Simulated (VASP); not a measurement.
# Be in VASP: a series of runs

Runs on Be. Level: r2SCAN. Tasks: single point.

Program: VASP 6.6.1. These are calculated values, not measurements. Logs are shortened: lines on timing, memory, paths and dates and some standing lists are left out, and cuts for length are marked.

## (1) The cell of the first run

The cell holds a slab with vacuum, 7 atoms: a = 2.262 Å, b = 2.262 Å, c = 25.707 Å, α = 90.00°, β = 90.00°, γ = 120.00°.

## (2) Single point, r2SCAN

File POSCAR:

```
Be
1.0
    2.2616547591      0.0000000000      0.0000000000
   -1.1308273795      1.9586504760      0.0000000000
    0.0000000000      0.0000000000     25.7074920173
Be
7
Direct
    0.3333333333      0.6666666667      0.2917437452
    0.6666666667      0.3333333333      0.3611624968
    0.3333333333      0.6666666667      0.4305812484
    0.6666666667      0.3333333333      0.5000000000
    0.3333333333      0.6666666667      0.5694187516
    0.6666666667      0.3333333333      0.6388375032
    0.3333333333      0.6666666667      0.7082562548
```

File INCAR.step1:

```
SYSTEM = Be
PREC = Accurate
ENCUT = 520
ISMEAR = 0
SIGMA = 0.1
LREAL = .FALSE.
LASPH = .TRUE.
NELM = 100
LDIPOL = .TRUE.
IDIPOL = 3
DIPOL = 0.5 0.5 0.500
NBANDS = 16
GGA = PE
ALGO = Normal
EDIFF = 1E-4
LWAVE = .TRUE.
LCHARG = .FALSE.
```

File INCAR.step2:

```
SYSTEM = Be
PREC = Accurate
ENCUT = 520
EDIFF = 1E-7
ISMEAR = 0
SIGMA = 0.1
LREAL = .FALSE.
LASPH = .TRUE.
NELM = 100
ALGO = Normal
ISIF = 2
LWAVE = .FALSE.
LCHARG = .FALSE.
LDIPOL = .TRUE.
IDIPOL = 3
DIPOL = 0.5 0.5 0.500
METAGGA = R2SCAN
LMIXTAU = .TRUE.
NBANDS = 16
ISTART = 1
```

File KPOINTS:

```
regular mesh
0
G
  15 15 1
  0 0 0
```

Potentials or basis: VASP PAW PBE potentials, release 64 (Be).

Started as:

```
cat potpaw_PBE.64/Be/POTCAR > POTCAR
cp INCAR.step1 INCAR
mpirun -np 1 vasp_std > vasp.out
cp INCAR.step2 INCAR
mpirun -np 1 vasp_std > vasp.out
```

OUTCAR:

```text
SYSTEM = Be
   PREC = Accurate
   ENCUT = 520
   EDIFF = 1E-7
   ISMEAR = 0
   LREAL = .FALSE.
   LASPH = .TRUE.
   NELM = 100
   ISIF = 2
   METAGGA = R2SCAN
   ISTART = 1

 ion  position               nearest neighbor table
   1  0.333  0.667  0.292-   2 2.21   2 2.21   2 2.21
   2  0.667  0.333  0.361-   1 2.21   3 2.21   1 2.21   3 2.21   1 2.21   3 2.21
   3  0.333  0.667  0.431-   4 2.21   2 2.21   4 2.21   2 2.21   4 2.21   2 2.21
   4  0.667  0.333  0.500-   3 2.21   5 2.21   3 2.21   5 2.21   3 2.21   5 2.21
   5  0.333  0.667  0.569-   4 2.21   6 2.21   4 2.21   6 2.21   4 2.21   6 2.21
   6  0.667  0.333  0.639-   7 2.21   5 2.21   7 2.21   5 2.21   7 2.21   5 2.21
   7  0.333  0.667  0.708-   6 2.21   6 2.21   6 2.21

  LATTYP: Found a hexagonal cell.
 ALAT       =     2.2616547591
 C/A-ratio  =    11.3666738541

  Lattice vectors:

 A1 = (   2.2616547591,   0.0000000000,   0.0000000000)
 A2 = (  -1.1308273795,   1.9586504760,   0.0000000000)
 A3 = (   0.0000000000,   0.0000000000,  25.7074920173)

Analysis of symmetry for initial positions (statically):
=====================================================================
 Subroutine PRICEL returns:
 Original cell was already a primitive cell.

 Routine SETGRP: Setting up the symmetry group for a
 hexagonal supercell.

 Subroutine GETGRP returns: Found 12 space group operations
 (whereof 12 operations were pure point group operations)
 out of a pool of 24 trial point group operations.

The static configuration has the point symmetry D_3h.

Analysis of symmetry for dynamics (positions and initial velocities):
=====================================================================
 Subroutine PRICEL returns:
 Original cell was already a primitive cell.

 Routine SETGRP: Setting up the symmetry group for a
 hexagonal supercell.

 Subroutine GETGRP returns: Found 12 space group operations
 (whereof 12 operations were pure point group operations)
 out of a pool of 24 trial point group operations.

The dynamic configuration has the point symmetry D_3h.

 Subroutine INISYM returns: Found 12 space group operations
 (whereof 12 operations are pure point group operations),
 and found     1 'primitive' translations

----------------------------------------------------------------------------------------

                                     Primitive cell

  volume of cell :     113.8788

  direct lattice vectors                    reciprocal lattice vectors
     2.261654759  0.000000000  0.000000000     0.442154133  0.255277808  0.000000000
    -1.130827379  1.958650476  0.000000000     0.000000000  0.510555616  0.000000000
     0.000000000  0.000000000 25.707492017     0.000000000  0.000000000  0.038899166

  length of vectors
     2.261654759  2.261654759 25.707492017     0.510555616  0.510555616  0.038899166

  position of ions in fractional coordinates (direct lattice)
     0.333333333  0.666666667  0.291743745
     0.666666667  0.333333333  0.361162497
     0.333333333  0.666666667  0.430581248
     0.666666667  0.333333333  0.500000000
     0.333333333  0.666666667  0.569418752
     0.666666667  0.333333333  0.638837503
     0.333333333  0.666666667  0.708256255

  ion indices of the primitive-cell ions
   primitive index   ion index
                 1           1
                 2           2
                 3           3
                 4           4
                 5           5
                 6           6
                 7           7

----------------------------------------------------------------------------------------

 KPOINTS: regular mesh

Automatic generation of k-mesh.
 Grid dimensions read from file:
 generate k-points for:   15   15    1

 Generating k-lattice:

  Cartesian coordinates                     Fractional coordinates (reciprocal lattice)
     0.029476942  0.017018521  0.000000000     0.066666667  0.000000000  0.000000000
     0.000000000  0.034037041  0.000000000     0.000000000  0.066666667  0.000000000
     0.000000000  0.000000000  0.038899166     0.000000000  0.000000000  1.000000000

  Length of vectors
     0.034037041  0.034037041  0.038899166

  Shift w.r.t. Gamma in fractional coordinates (k-lattice)
     0.000000000  0.000000000  0.000000000

 Subroutine IBZKPT returns following result:
 ===========================================

 Found     27 irreducible k-points:

 Following reciprocal coordinates:
            Coordinates               Weight
  0.000000  0.000000  0.000000      1.000000
  0.066667  0.000000  0.000000      6.000000
  0.133333  0.000000  0.000000      6.000000
  0.200000  0.000000  0.000000      6.000000
  0.266667  0.000000  0.000000      6.000000
  0.333333  0.000000  0.000000      6.000000
[... 16 lines left out ...]
  0.333333  0.200000  0.000000     12.000000
  0.400000  0.200000  0.000000      6.000000
 [... further k-points ...]
   k-points           NKPTS =     27   k-points in BZ     NKDIM =     27   number of bands    NBANDS=     16
   number of dos      NEDOS =    301   number of ions     NIONS =      7
   total plane-waves  NPLWV =  62208
   dimension x,y,z NGX =    18 NGY =   18 NGZ =  192
   dimension x,y,z NGXF=    36 NGYF=   36 NGZF=  384
   ions per type =               7
   NGX,Y,Z   is equivalent  to a cutoff of  13.23, 13.23, 12.42 a.u.
   NGXF,Y,Z  is equivalent  to a cutoff of  26.46, 26.46, 24.83 a.u.
 SYSTEM =  Be
   PREC   = accura    normal or accurate (medium, high low for compatibility)
   ISTART =      1    job   : 0-new  1-cont  2-samecut
   ICHARG =      0    charge: 1-file 2-atom 10-const
   ISPIN  =      1    spin polarized calculation?
   LNONCOLLINEAR =      F non collinear calculations
   LSORBIT =      F    spin-orbit coupling
   LASPH  =      T    aspherical Exc in radial PAW
   ENCUT  =  520.0 eV  38.22 Ry    6.18 a.u.   4.21  4.21 47.80*2*pi/ulx,y,z
   NELM   =    100;   NELMIN=  2; NELMDL=  0     # of ELM steps
   EDIFF  = 0.1E-06   stopping-criterion for ELM
   LREAL  =      F    real-space projection
   EDIFFG = 0.1E-05   stopping-criterion for IOM
   NSW    =      0    number of steps for IOM
   IBRION =     -1    ionic relax: 0-MD 1-quasi-New 2-CG
   NFREE  =      0    steps in history (QN), initial steepest desc. (CG)
   ISIF   =      2    stress and relaxation
   ISYM   =      2    0-nonsym 1-usesym 2-fastsym
   POTIM  = 0.5000    time-step for ionic-motion
   TEBEG  =    0.0;   TEEND  =   0.0 temperature during run
   PSTRESS=    0.0 pullay stress
   NELECT =      14.0000    total number of electrons
   NUPDOWN=      -1.0000    fix difference up-down
   EMIN   =  10.00;   EMAX   =-10.00  energy-range for DOS
   EFERMI =   0.00;   METHOD = LEGACY
   ISMEAR =     0;   SIGMA  =   0.10  broadening in eV -4-tet -1-fermi 0-gaus
   EFERMI_NEDOS =   21; number of points for ismear=-14 and -15
   IALGO  =     38    algorithm
   IMIX   =      4    mixing-type and parameters
     AMIX     =   0.40;   BMIX     =  1.00
     AMIX_MAG =   1.60;   BMIX_MAG =  1.00
  volume/ion in A,a.u.               =      16.27       109.78
  Fermi-wavevector in a.u.,A,eV,Ry     =   0.814023  1.538280  9.015669  0.662633
  Thomas-Fermi vector in A             =   1.923854
   LORBIT       =      0    0 simple, 1 ext, 2 COOP (PROOUT), +10 PAW based schemes
   METAGGA = R2SCAN    functional components
   LHFCALC =     F    Hartree Fock is set to
   AEXX    =    0.0000 exact exchange contribution
   IVDW    =     0    specifies the selected vdW correction
   LEPSILON=     F    determine dielectric tensor
   LRPA    =     F    only Hartree local field effects (RPA)
 non-spin polarized calculation
 Gauss-broadening in eV      SIGMA  =   0.10
  energy-cutoff  :      520.00
  volume of cell :      113.88
 maximum number of plane-waves:      3102
 NGX is ok and might be reduce to    18
   NGX =  9   NGY =  9   NGZ = 95

 dipolmoment           0.000000      0.000000      0.000000 electrons x Angstroem

 number of electron      14.0000000 magnetization

 dipolmoment           0.000000      0.000000     -0.000000 electrons x Angstroem

 Free energy of the ion-electron system (eV)
  ---------------------------------------------------
  ext. energy  EPLUGINS =         0.00000000
  ---------------------------------------------------
  free energy    TOTEN  =       -29.37449671 eV

  energy without entropy =      -29.36384982  energy(sigma->0) =      -29.36917327

 E-fermi :   0.4021     XC(G=0):  -6.1814

 val. band max:        0.3507154002   @ k =   0.3333   0.2667   0.0000
 cond. band min:       0.4061691200   @ k =   0.3333   0.0000   0.0000
 fundamental gap:      0.0554537198
 Fermi energy:         0.4021018087

 k-point     1 :       0.0000    0.0000    0.0000
  band No.  band energies     occupation
      1     -11.1697      2.00000
      2     -10.4719      2.00000
      3      -9.5689      2.00000
      4      -8.3840      2.00000
      5      -6.9050      2.00000
      6      -5.2609      2.00000
[... 8 lines left out ...]
     15       8.9899      0.00000
     16      11.4379      0.00000

 k-point     2 :       0.0667    0.0000    0.0000
  band No.  band energies     occupation
      1     -11.0312      2.00000
      2     -10.3329      2.00000
      3      -9.4290      2.00000
      4      -8.2424      2.00000
      5      -6.7598      2.00000
      6      -5.1063      2.00000
[... 8 lines left out ...]
     15       9.1180      0.00000
     16      11.5660      0.00000
[... 387 lines left out ...]
      5      -0.9495      2.00000
      6       0.0249      2.00000
[... 8 lines left out ...]
     15       6.4211      0.00000
     16       8.1564      0.00000

 k-point    24 :       0.4000    0.2000    0.0000
  band No.  band energies     occupation
      1      -3.1966      2.00000
      2      -2.5778      2.00000
      3      -1.9436      2.00000
      4      -1.5921      2.00000
      5      -1.5395      2.00000
      6      -0.5111      2.00000
[... 8 lines left out ...]
     15       6.9695      0.00000
     16       7.7948      0.00000

 [... further k-points ...]

------------------------ aborting loop because EDIFF is reached ----------------------------------------

 vacuum level on the upper side and lower side of the slab       (xc-potential included)        -0.003        -0.003

  FORCE on cell =-STRESS in cart. coord.  units (eV):
  Direction    XX          YY          ZZ          XY          YZ          ZX
  --------------------------------------------------------------------------------------
  -------------------------------------------------------------------------------------
  Total       -1.3280593     -1.3280593      1.0272427     -0.0000000      0.0000000      0.0000000
  in kB      -18.6846553    -18.6846553     14.4524232     -0.0000000      0.0000000      0.0000000
  external PRESSURE =      -7.6389625 kB  Pullay stress =       0.0000000 kB

 VOLUME and BASIS-vectors are now :
 -----------------------------------------------------------------------------
  energy-cutoff  :      520.00
  volume of cell :      113.88
      direct lattice vectors                 reciprocal lattice vectors
     2.261654759  0.000000000  0.000000000     0.442154133  0.255277808  0.000000000
    -1.130827379  1.958650476  0.000000000     0.000000000  0.510555616  0.000000000
     0.000000000  0.000000000 25.707492017     0.000000000  0.000000000  0.038899166

 POSITION                                       TOTAL-FORCE (eV/Angst)
 -----------------------------------------------------------------------------------
     -0.00000      1.30577      7.50000         0.000000      0.000000     -0.166978
      1.13083      0.65288      9.28458        -0.000000     -0.000000      0.102791
     -0.00000      1.30577     11.06916        -0.000000     -0.000000      0.007027
      1.13083      0.65288     12.85375        -0.000000      0.000000     -0.000000
     -0.00000      1.30577     14.63833        -0.000000     -0.000000     -0.007027
      1.13083      0.65288     16.42291        -0.000000     -0.000000     -0.102791
     -0.00000      1.30577     18.20749         0.000000     -0.000000      0.166978
 -----------------------------------------------------------------------------------
    total drift:                               -0.000000      0.000000     -0.000000

  FREE ENERGIE OF THE ION-ELECTRON SYSTEM (eV)
  ---------------------------------------------------
  free  energy   TOTEN  =       -29.3744967115 eV

  energy  without entropy=      -29.3638498237  energy(sigma->0) =      -29.36917327

 vacuum level on the upper side and lower side of the slab         5.855         5.855
```

It took 3.9 min on 1 thread of Intel Xeon Platinum 8488C (Sapphire Rapids), shared host; peak memory 0.25 GiB.

Results:

```yaml
Free_energy: -29.3745 eV
Largest_force: 0.167 eV/Å
Band_gap_on_the_k_mesh: zero (band 7 reaches 1.40 eV, above the bottom of band 8 at -2.18 eV)
```

Forces in eV/Å, atoms in the order of the input:
```
Be   0.000  0.000 -0.167
Be   0.000  0.000  0.103
Be   0.000  0.000  0.007
Be   0.000  0.000  0.000
Be   0.000  0.000 -0.007
Be   0.000  0.000 -0.103
Be   0.000  0.000  0.167
```

Levels at points of the mesh, in eV from the Fermi level:
```tsv
k point	band 4	band 5	band 6	band 7	band 8	band 9	band 10	band 11
(0.00, 0.00, 0.00)	-8.79	-7.31	-5.66	-2.92	-2.58	2.81	4.66	5.23
```

Caveat: the PAW data sets were made with another functional, which shifts forces and pressure a little.

## (3) Single point, r2SCAN

File POSCAR:

```
Be
1.0
    2.2616547591      0.0000000000      0.0000000000
   -1.1308273795      1.9586504760      0.0000000000
    0.0000000000      0.0000000000     25.7074920173
Be
7
Direct
    0.3333333333      0.6666666667      0.2889098749
    0.6666666667      0.3333333333      0.3604094822
    0.3333333333      0.6666666667      0.4303468239
    0.6666666667      0.3333333333      0.5000004206
    0.3333333333      0.6666666667      0.5696526189
    0.6666666667      0.3333333333      0.6395906533
    0.3333333333      0.6666666667      0.7110901262
```

File INCAR.step1:

```
SYSTEM = Be
  ALGO = Normal
  DIPOL = 0.5 0.5 0.500
  EDIFF = 1E-4
  ENCUT = 520
  GGA = PE
  IDIPOL = 3
  ISMEAR = 0
  LASPH = .True.
  LCHARG = .False.
  LDIPOL = .True.
  LREAL = .False.
  LWAVE = .True.
  NBANDS = 16
  NELM = 80
  PREC = Accurate
  SIGMA = 0.1
```

File INCAR.step2:

```
SYSTEM = Be
  ALGO = Normal
  DIPOL = 0.5 0.5 0.500
  EDIFF = 1E-6
  ENCUT = 520
  IDIPOL = 3
  ISIF = 2
  ISMEAR = 0
  ISTART = 1
  LASPH = .True.
  LCHARG = .False.
  LDIPOL = .True.
  LMIXTAU = .True.
  LREAL = .False.
  LWAVE = .False.
  METAGGA = R2SCAN
  NBANDS = 16
  NELM = 80
  PREC = Accurate
  SIGMA = 0.1
```

File KPOINTS:

```
k-points
0
Gamma
  15 15 1
  0 0 0
```

Potentials or basis: VASP PAW PBE potentials, release 64 (Be).

Started as:

```
cat potpaw_PBE.64/Be/POTCAR > POTCAR
cp INCAR.step1 INCAR
mpirun -np 1 vasp_std > vasp.out
cp INCAR.step2 INCAR
mpirun -np 1 vasp_std > vasp.out
```

Wall time 3.3 min (1 thread of Intel Xeon Platinum 8488C (Sapphire Rapids), shared host); peak memory 0.25 GiB.

It converged, with:

- Free energy: -29.3850 eV
- Largest force: 0.010 eV/Å
- Band gap on the k mesh: zero (band 7 reaches 1.45 eV, above the bottom of band 8 at -2.24 eV)

Forces in eV/Å, atoms in the order of the input:
```
Be   0.000  0.000 -0.010
Be   0.000  0.000 -0.002
Be   0.000  0.000 -0.005
Be   0.000  0.000  0.000
Be   0.000  0.000  0.005
Be   0.000  0.000  0.002
Be   0.000  0.000  0.010
```

Levels at points of the mesh, in eV from the Fermi level:
```csv
k point,band 3,band 4,band 5,band 6,band 7,band 8,band 9,band 10,band 11,band 12
"(0.00, 0.00, 0.00)",-9.93,-8.77,-7.35,-5.72,-3.03,-2.68,2.62,4.45,5.18,6.14
```

Caveat: the PAW data sets were made with another functional, which shifts forces and pressure a little.
